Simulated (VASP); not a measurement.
LaGa2:

```
La Ga
1.0
     4.43226    0.00000    0.00000
    -2.21613    3.83845    0.00000
     0.00000    0.00000    4.53075
La Ga
1 2
Direct
  0.00000 0.00000 0.00000
  0.33333 0.66667 0.50000
  0.66667 0.33333 0.50000
```

* Program: VASP 6.6.1
* Task: relaxation of cell and atoms
* Functional: LDA
* Potentials or basis: VASP PAW LDA potentials, release 64 (La, Ga_d)
* Cutoff: 600 eV
* k mesh: 9 × 9 × 8
* Occupations: fermi-dirac, width 0.05 eV
* Spin: no spin polarisation

At the start: pressure -8.2 GPa; volume 25.69 Å³/atom.

**Question.** How do energy, volume and symmetry change on relaxing?

**Answer.** Over 8 steps the energy falls by 95.3 meV/atom and the volume is 22.44 Å³/atom (-12.7 %); space group P6/mmm (No. 191, to 0.1 Å) before and after.

The path:
| step | energy change (eV) | largest force (eV/Å) | pressure (GPa) | volume (Å³) |
| --- | --- | --- | --- | --- |
| 1 | 0.0000 | 0.0000 | -8.18 | 77.08 |
| 2 | -0.2117 | 0.0000 | 5.80 | 63.34 |
| 3 | -0.2851 | 0.0000 | -0.02 | 67.44 |
| 4 | -0.2850 | 0.0000 | -0.27 | 67.63 |
| 5 | -0.2857 | 0.0000 | -0.23 | 67.54 |
| 6 | -0.2857 | 0.0000 | -0.20 | 67.48 |
| 7 | -0.2858 | 0.0000 | 0.18 | 67.19 |
| 8 | -0.2858 | 0.0000 | 0.00 | 67.32 |

Final structure:
```
CELL_PARAMETERS angstrom
4.22818 0.00000 0.00000
-2.11409 3.66171 0.00000
0.00000 0.00000 4.34820
ATOMIC_POSITIONS crystal
La 0.00000 0.00000 0.00000
Ga 0.33333 0.66667 0.50000
Ga 0.66667 0.33333 0.50000
```
